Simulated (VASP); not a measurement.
Crystal: Zr3SeS2.

```xyz
6
Lattice="3.3772 0.0000 0.0000 0.0000 3.3772 0.0000 0.0000 0.0000 10.3512" Properties=species:S:1:pos:R:3 pbc="T T T"
Zr    1.6886    1.6886    1.8811
Zr    1.6886    1.6886    5.1756
Zr    1.6886    1.6886    8.4701
Se    0.0000    0.0000    0.0000
S     0.0000    0.0000    3.5119
S     0.0000    0.0000    6.8393
```

The cell was built from a structure type or drawn by symmetry, and may not be a known phase.

- Program: VASP 6.6.1
- Task: relaxation of cell and atoms
- Functional: PBE
- Potentials or basis: VASP PAW PBE potentials, release 64 (Zr_sv, Se, S)
- Cutoff: 600 eV
- k mesh: 6 × 6 × 2
- Occupations: gaussian, width 0.1 eV
- Spin: no spin polarisation

At the start: pressure -11.9 GPa; volume 19.68 Å³/atom.

**Question.** How do energy, volume and symmetry change on relaxing?

**Answer.** Over 11 steps the energy falls by 105.5 meV/atom and the volume is 17.46 Å³/atom (-11.2 %); space group P4/mmm (No. 123, to 0.1 Å) before and after.

The path:
| step | energy change (eV) | largest force (eV/Å) | pressure (GPa) | volume (Å³) |
| --- | --- | --- | --- | --- |
| 1 | 0.0000 | 0.5405 | -11.87 | 118.06 |
| 2 | -0.1080 | 0.8728 | 16.59 | 94.86 |
| 3 | -0.5656 | 0.7664 | 0.13 | 104.91 |
| 4 | -0.5657 | 0.7705 | 0.45 | 104.66 |
| 5 | -0.6119 | 0.4464 | 0.41 | 104.54 |
| 6 | -0.6280 | 0.1252 | 0.51 | 104.42 |
| 7 | -0.6306 | 0.0680 | -0.64 | 105.32 |
| 8 | -0.6316 | 0.0871 | -0.24 | 105.00 |
| 9 | -0.6324 | 0.0463 | 0.13 | 104.70 |
| 10 | -0.6324 | 0.0459 | 0.13 | 104.70 |
| 11 | -0.6327 | 0.0082 | 0.03 | 104.78 |

Final structure:
```
Zr Se S
1.0
     3.26763    0.00000    0.00000
     0.00000    3.26763    0.00000
     0.00000    0.00000    9.81370
Zr Se S
3 1 2
Direct
  0.50000 0.50000 0.17285
  0.50000 0.50000 0.50000
  0.50000 0.50000 0.82715
  0.00000 0.00000 0.00000
  0.00000 0.00000 0.33656
  0.00000 0.00000 0.66344
```
